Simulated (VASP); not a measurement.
# ZnS (wurtzite type) (P6_3mc) in VASP: further runs

ZnS (wurtzite type) is run at these levels: PBE; tasks: single point.

Everything below comes from runs of VASP 6.6.1. Logs are shortened: lines on timing, memory, paths and dates and some standing lists are left out, and cuts for length are marked.

### Step 1. The cell of the first run

The structure is hexagonal, space group P6_3mc (No. 186). The conventional cell has a = 3.466 Å, b = 3.466 Å, c = 5.830 Å, α = 90.00°, β = 90.00°, γ = 120.00°. Zn (site symmetry 3m) has 4 S at 2.14 to 2.15 Å within 2.8 Å. Within 2.8 Å of S (site symmetry 3m) lie 4 Zn at 2.14 to 2.15 Å.

### Step 2. Single point, PBE

Contents of INCAR:

```
SYSTEM = ZnS
  PREC = Accurate
  ENCUT = 520
  EDIFF = 1E-6
  ISMEAR = -1
  SIGMA = 0.1
  LREAL = .False.
  LASPH = .True.
  NELM = 80
  ALGO = Normal
  ISIF = 2
  LWAVE = .False.
  LCHARG = .False.
  GGA = PE
  NBANDS = 26
```

Contents of KPOINTS:

```
Automatic mesh
0
Gamma
  10 10 6
  0 0 0
```

Contents of POSCAR:

```
ZnS
1.0
    3.4656038155      0.0000000000      0.0000000000
   -1.7328019077      3.0013009437      0.0000000000
    0.0000000000      0.0000000000      5.8304380359
Zn S
2 2
Direct
    0.3333333333      0.6666666667      0.0047921667
    0.6666666667      0.3333333333      0.5047921667
    0.3333333333      0.6666666667      0.3712078333
    0.6666666667      0.3333333333      0.8712078333
```

Potentials or basis: VASP PAW PBE potentials, release 64 (Zn, S).

The run is started by

```
cat potpaw_PBE.64/Zn/POTCAR potpaw_PBE.64/S/POTCAR > POTCAR
mpirun -np 1 vasp_std > vasp.out
```

OUTCAR:

```text
SYSTEM = ZnS
   PREC = Accurate
   ENCUT = 520
   EDIFF = 1E-6
   ISMEAR = -1
   LREAL = .False.
   LASPH = .True.
   NELM = 80
   ISIF = 2
   GGA = PE

 ion  position               nearest neighbor table
   1  0.333  0.667  0.005-   3 2.14   4 2.15   4 2.15   4 2.15
   2  0.667  0.333  0.505-   4 2.14   3 2.15   3 2.15   3 2.15
   3  0.333  0.667  0.371-   1 2.14   2 2.15   2 2.15   2 2.15
   4  0.667  0.333  0.871-   2 2.14   1 2.15   1 2.15   1 2.15

  LATTYP: Found a hexagonal cell.
 ALAT       =     3.4656038155
 C/A-ratio  =     1.6823729273

  Lattice vectors:

 A1 = (   3.4656038155,   0.0000000000,   0.0000000000)
 A2 = (  -1.7328019077,   3.0013009437,   0.0000000000)
 A3 = (   0.0000000000,   0.0000000000,   5.8304380359)

Analysis of symmetry for initial positions (statically):
=====================================================================
 Subroutine PRICEL returns:
 Original cell was already a primitive cell.

 Routine SETGRP: Setting up the symmetry group for a
 hexagonal supercell.

 Subroutine GETGRP returns: Found 12 space group operations
 (whereof  6 operations were pure point group operations)
 out of a pool of 24 trial point group operations.

The static configuration has the point symmetry C_3v.
 The point group associated with its full space group is C_6v.

Analysis of symmetry for dynamics (positions and initial velocities):
=====================================================================
 Subroutine PRICEL returns:
 Original cell was already a primitive cell.

 Routine SETGRP: Setting up the symmetry group for a
 hexagonal supercell.

 Subroutine GETGRP returns: Found 12 space group operations
 (whereof  6 operations were pure point group operations)
 out of a pool of 24 trial point group operations.

The dynamic configuration has the point symmetry C_3v.
 The point group associated with its full space group is C_6v.

 Subroutine INISYM returns: Found 12 space group operations
 (whereof  6 operations are pure point group operations),
 and found     1 'primitive' translations

----------------------------------------------------------------------------------------

                                     Primitive cell

  volume of cell :      60.6443

  direct lattice vectors                    reciprocal lattice vectors
     3.465603816  0.000000000  0.000000000     0.288550005  0.166594423  0.000000000
    -1.732801908  3.001300944  0.000000000     0.000000000  0.333188847  0.000000000
     0.000000000  0.000000000  5.830438036     0.000000000  0.000000000  0.171513700

  length of vectors
     3.465603816  3.465603815  5.830438036     0.333188847  0.333188847  0.171513700

  position of ions in fractional coordinates (direct lattice)
     0.333333333  0.666666667  0.004792167
     0.666666667  0.333333333  0.504792167
     0.333333333  0.666666667  0.371207833
     0.666666667  0.333333333  0.871207833

  ion indices of the primitive-cell ions
   primitive index   ion index
                 1           1
                 2           2
                 3           3
                 4           4

----------------------------------------------------------------------------------------

 KPOINTS: Automatic mesh

Automatic generation of k-mesh.
 Grid dimensions read from file:
 generate k-points for:   10   10    6

 Generating k-lattice:

  Cartesian coordinates                     Fractional coordinates (reciprocal lattice)
     0.028855001  0.016659442  0.000000000     0.100000000  0.000000000  0.000000000
     0.000000000  0.033318885  0.000000000     0.000000000  0.100000000  0.000000000
     0.000000000  0.000000000  0.028585617     0.000000000  0.000000000  0.166666667

  Length of vectors
     0.033318885  0.033318885  0.028585617

  Shift w.r.t. Gamma in fractional coordinates (k-lattice)
     0.000000000  0.000000000  0.000000000

 Subroutine IBZKPT returns following result:
 ===========================================

 Found     56 irreducible k-points:

 Following reciprocal coordinates:
            Coordinates               Weight
  0.000000  0.000000  0.000000      1.000000
  0.100000  0.000000  0.000000      6.000000
  0.200000  0.000000  0.000000      6.000000
  0.300000 -0.000000  0.000000      6.000000
  0.400000  0.000000  0.000000      6.000000
  0.500000  0.000000  0.000000      3.000000
[... 16 lines left out ...]
  0.300000  0.100000  0.166667     24.000000
  0.400000  0.100000  0.166667     24.000000
 [... further k-points ...]
   k-points           NKPTS =     56   k-points in BZ     NKDIM =     56   number of bands    NBANDS=     26
   number of dos      NEDOS =    301   number of ions     NIONS =      4
   total plane-waves  NPLWV =  37632
   dimension x,y,z NGX =    28 NGY =   28 NGZ =   48
   dimension x,y,z NGXF=    56 NGYF=   56 NGZF=   96
   ions per type =               2   2
   NGX,Y,Z   is equivalent  to a cutoff of  13.43, 13.43, 13.69 a.u.
   NGXF,Y,Z  is equivalent  to a cutoff of  26.86, 26.86, 27.37 a.u.
 SYSTEM =  ZnS
   PREC   = accura    normal or accurate (medium, high low for compatibility)
   ISTART =      0    job   : 0-new  1-cont  2-samecut
   ICHARG =      2    charge: 1-file 2-atom 10-const
   ISPIN  =      1    spin polarized calculation?
   LNONCOLLINEAR =      F non collinear calculations
   LSORBIT =      F    spin-orbit coupling
   LASPH  =      T    aspherical Exc in radial PAW
   ENCUT  =  520.0 eV  38.22 Ry    6.18 a.u.   6.44  6.44 10.84*2*pi/ulx,y,z
   NELM   =     80;   NELMIN=  2; NELMDL= -5     # of ELM steps
   EDIFF  = 0.1E-05   stopping-criterion for ELM
   LREAL  =      F    real-space projection
   EDIFFG = 0.1E-04   stopping-criterion for IOM
   NSW    =      0    number of steps for IOM
   IBRION =     -1    ionic relax: 0-MD 1-quasi-New 2-CG
   NFREE  =      0    steps in history (QN), initial steepest desc. (CG)
   ISIF   =      2    stress and relaxation
   ISYM   =      2    0-nonsym 1-usesym 2-fastsym
   POTIM  = 0.5000    time-step for ionic-motion
   TEBEG  =    0.0;   TEEND  =   0.0 temperature during run
   PSTRESS=    0.0 pullay stress
   NELECT =      36.0000    total number of electrons
   NUPDOWN=      -1.0000    fix difference up-down
   EMIN   =  10.00;   EMAX   =-10.00  energy-range for DOS
   EFERMI =   0.00;   METHOD = LEGACY
   ISMEAR =    -1;   SIGMA  =   0.10  broadening in eV -4-tet -1-fermi 0-gaus
   EFERMI_NEDOS =   21; number of points for ismear=-14 and -15
   IALGO  =     38    algorithm
   IMIX   =      4    mixing-type and parameters
     AMIX     =   0.40;   BMIX     =  1.00
     AMIX_MAG =   1.60;   BMIX_MAG =  1.00
  volume/ion in A,a.u.               =      15.16       102.31
  Fermi-wavevector in a.u.,A,eV,Ry     =   1.375875  2.600028 25.756281  1.893033
  Thomas-Fermi vector in A             =   2.501171
   LORBIT       =      0    0 simple, 1 ext, 2 COOP (PROOUT), +10 PAW based schemes
   GGA     = PE    functional components
   LHFCALC =     F    Hartree Fock is set to
   AEXX    =    0.0000 exact exchange contribution
   IVDW    =     0    specifies the selected vdW correction
   LEPSILON=     F    determine dielectric tensor
   LRPA    =     F    only Hartree local field effects (RPA)
 non-spin polarized calculation
  energy-cutoff  :      520.00
  volume of cell :       60.64
 maximum number of plane-waves:      1655
 NGX is ok and might be reduce to    28
   NGX = 13   NGY = 13   NGZ = 21

 number of electron      36.0000017 magnetization

 Free energy of the ion-electron system (eV)
  ---------------------------------------------------
  ext. energy  EPLUGINS =         0.00000000
  ---------------------------------------------------
  free energy    TOTEN  =       -11.86230022 eV

  energy without entropy =      -11.86230018  energy(sigma->0) =      -11.86230020

 E-fermi :   6.5323     XC(G=0): -10.9276

 val. band max:        5.0657388056   @ k =   0.0000   0.0000   0.0000
 cond. band min:       8.0936745457   @ k =   0.5000   0.0000   0.3333
 fundamental gap:      3.0279357402
 Fermi energy:         6.5323105180

 k-point     1 :       0.0000    0.0000    0.0000
  band No.  band energies     occupation
      1     -10.3827      2.00000
      2      -8.9419      2.00000
      3      -2.8620      2.00000
      4      -2.7539      2.00000
      5      -2.7539      2.00000
      6      -2.6140      2.00000
[... 18 lines left out ...]
     25      12.7863      0.00000
     26      15.0752      0.00000

 k-point     2 :       0.1000    0.0000    0.0000
  band No.  band energies     occupation
      1     -10.2788      2.00000
      2      -8.8777      2.00000
      3      -2.8372      2.00000
      4      -2.7805      2.00000
      5      -2.7345      2.00000
      6      -2.6145      2.00000
[... 18 lines left out ...]
     25      13.2053      0.00000
     26      14.0417      0.00000

 k-point     3 :       0.2000    0.0000    0.0000
  band No.  band energies     occupation
      1      -9.9837      2.00000
      2      -8.7090      2.00000
      3      -2.8545      2.00000
      4      -2.7780      2.00000
      5      -2.6900      2.00000
      6      -2.6014      2.00000
[... 18 lines left out ...]
     25      13.4993      0.00000
     26      14.3228      0.00000

 k-point     4 :       0.3000   -0.0000    0.0000
  band No.  band energies     occupation
      1      -9.5542      2.00000
      2      -8.5089      2.00000
      3      -2.9278      2.00000
      4      -2.7418      2.00000
      5      -2.6508      2.00000
      6      -2.5170      2.00000
[... 18 lines left out ...]
     25      14.0534      0.00000
     26      15.3776      0.00000
[... 496 lines left out ...]
      1      -9.6484      2.00000
      2      -8.6639      2.00000
      3      -2.8968      2.00000
      4      -2.7683      2.00000
      5      -2.6860      2.00000
      6      -2.5881      2.00000
[... 18 lines left out ...]
     25      13.7609      0.00000
     26      14.2196      0.00000

 k-point    23 :       0.3000    0.1000    0.1667
  band No.  band energies     occupation
      1      -9.2138      2.00000
      2      -8.4735      2.00000
      3      -2.9290      2.00000
      4      -2.7683      2.00000
      5      -2.6305      2.00000
      6      -2.4656      2.00000
[... 18 lines left out ...]
     25      14.3623      0.00000
     26      15.2357      0.00000

 k-point    24 :       0.4000    0.1000    0.1667
  band No.  band energies     occupation
      1      -8.8625      2.00000
      2      -8.3998      2.00000
      3      -2.9203      2.00000
      4      -2.7471      2.00000
      5      -2.6208      2.00000
      6      -2.4414      2.00000
[... 18 lines left out ...]
     25      15.3617      0.00000
     26      16.6187      0.00000

 [... further k-points ...]

------------------------ aborting loop because EDIFF is reached ----------------------------------------

  FORCE on cell =-STRESS in cart. coord.  units (eV):
  Direction    XX          YY          ZZ          XY          YZ          ZX
  --------------------------------------------------------------------------------------
  -------------------------------------------------------------------------------------
  Total       14.1315914     14.1315914     14.1430133      0.0000000      0.0000000     -0.0000000
  in kB      373.3464384    373.3464384    373.6481966      0.0000000      0.0000000     -0.0000000
  external PRESSURE =     373.4470245 kB  Pullay stress =       0.0000000 kB

 VOLUME and BASIS-vectors are now :
 -----------------------------------------------------------------------------
  energy-cutoff  :      520.00
  volume of cell :       60.64
      direct lattice vectors                 reciprocal lattice vectors
     3.465603816  0.000000000  0.000000000     0.288550005  0.166594423  0.000000000
    -1.732801908  3.001300944  0.000000000     0.000000000  0.333188847  0.000000000
     0.000000000  0.000000000  5.830438036     0.000000000  0.000000000  0.171513700

 POSITION                                       TOTAL-FORCE (eV/Angst)
 -----------------------------------------------------------------------------------
     -0.00000      2.00087      0.02794         0.000000      0.000000      0.000531
      1.73280      1.00043      2.94316        -0.000000     -0.000000      0.000531
     -0.00000      2.00087      2.16430        -0.000000      0.000000     -0.000531
      1.73280      1.00043      5.07952        -0.000000      0.000000     -0.000531
 -----------------------------------------------------------------------------------
    total drift:                               -0.000000     -0.000000      0.000909

  FREE ENERGIE OF THE ION-ELECTRON SYSTEM (eV)
  ---------------------------------------------------
  free  energy   TOTEN  =       -11.8623002159 eV

  energy  without entropy=      -11.8623001823  energy(sigma->0) =      -11.86230020
```

Run time: 1.9 min. Hardware: 1 thread of Intel Xeon 8259CL, shared host; peak memory 0.22 GiB.

What came out:

* Free energy: -11.8623 eV
* Pressure: 37.3 GPa
* Band gap on the k mesh: 3.03 eV (least direct gap 3.30 eV)

Levels at points of the mesh, in eV from the valence-band top:
```csv
k point,band 15,band 16,band 17,band 18,band 19,band 20,band 21,band 22
"(0.00, 0.00, 0.00)",-1.31,-0.32,0.00,0.00,3.30,3.74,5.94,6.07
"(0.50, 0.00, 0.00)",-4.76,-3.28,-2.75,-1.30,3.33,4.55,4.71,6.47
"(0.00, 0.00, 0.50)",-0.70,-0.70,-0.70,-0.70,4.29,4.29,6.60,6.60
"(0.50, 0.00, 0.50)",-2.58,-2.58,-2.38,-2.38,3.27,3.27,4.84,4.84
```

Caveat: the cell stands under pressure.

(Part 1 of 2 ends here.)
